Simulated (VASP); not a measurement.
Write the native input for VASP 6.6.1 that does the following.

| Quantity | Value |
| --- | --- |
| Task | single point |
| Functional | LDA |
| Potentials or basis | VASP PAW LDA potentials, release 64 (Na_pv, Cl) |
| Cutoff | 520 eV |
| k mesh | 8 × 8 × 8 |
| Occupations | fermi-dirac, width 0.1 eV |
| Spin | no spin polarisation |
| Dipole correction | no |
| Further INCAR settings | ALGO = Normal; EDIFF = 1e-07; NBANDS = 38 |

The structure of NaCl3 lies in POSCAR:

```
NaCl3
1.0
    4.5350514491      0.0000000000      0.0000000000
    0.0000000000      4.5350514491      0.0000000000
    0.0000000000      0.0000000000      4.5350514491
Na Cl
2 6
Direct
    0.5000000000      0.5000000000      0.5000000000
    0.0000000000      0.0000000000      0.0000000000
    0.5000000000      0.0000000000      0.7500000000
    0.0000000000      0.2500000000      0.5000000000
    0.7500000000      0.5000000000      0.0000000000
    0.5000000000      0.0000000000      0.2500000000
    0.0000000000      0.7500000000      0.5000000000
    0.2500000000      0.5000000000      0.0000000000
```

The input as run:

INCAR

```
SYSTEM = NaCl3
  PREC = Accurate
  ENCUT = 520
  EDIFF = 1E-7
  ISMEAR = -1
  SIGMA = 0.1
  LREAL = .FALSE.
  LASPH = .TRUE.
  NELM = 80
  ALGO = Normal
  ISIF = 2
  LWAVE = .FALSE.
  LCHARG = .TRUE.
  GGA = CA
  LELF = .TRUE.
  LVHAR = .TRUE.
  NBANDS = 38
```

KPOINTS

```
regular mesh
0
G
  8 8 8
  0 0 0
```

Potentials or basis: VASP PAW LDA potentials, release 64 (Na_pv, Cl).

The run is started by

```bash
$ cat potpaw_LDA.64/Na_pv/POTCAR potpaw_LDA.64/Cl/POTCAR > POTCAR
$ mpirun -np 1 vasp_std > vasp.out
```

Results of the run:

| Property | Result |
| --- | --- |
| Pressure | 60.0 GPa |
| Band gap on the k mesh | zero (band 28 reaches 12.24 eV, above the bottom of band 29 at 6.79 eV) |

It took 64 s on 1 thread of Intel(R) Xeon(R) 6975P-C (Granite Rapids), on a shared host, peak memory 0.21 GiB.
